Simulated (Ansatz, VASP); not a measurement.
Two plane-wave programs on Bi

```
CELL_PARAMETERS angstrom
4.07000 0.00000 0.00000
-2.03500 3.52472 0.00000
0.00000 0.00000 28.00000
ATOMIC_POSITIONS crystal
Bi 0.33333 0.66667 0.53302
Bi 0.66667 0.33333 0.46698
```

Alike in both runs: task single point; functional PBE; k mesh 9 × 9 × 1; occupations gaussian, width 0.02 eV; no spin polarisation.

|  | VASP | Ansatz |
| --- | --- | --- |
| version | VASP 6.6.1 | Ansatz 0.2.0 |
| potentials or method | VASP PAW PBE potentials, release 64 (Bi_d), cutoff 520 eV | scalar-relativistic, plane waves, PAW |
| valence electrons in the cell | 30 | 30 |

```tsv
	VASP	Ansatz	Ansatz less VASP
gap on the k mesh at the Fermi level (eV)	0.11	0.11	0.000
least direct gap on the mesh (eV)	0.51	0.52	+0.012
rms of the force components (eV/Å)	0.043	0.051	+0.0078
```

Atom by atom the forces differ by 0.008 eV/Å (rms over components).

Neither program's run includes spin-orbit coupling.
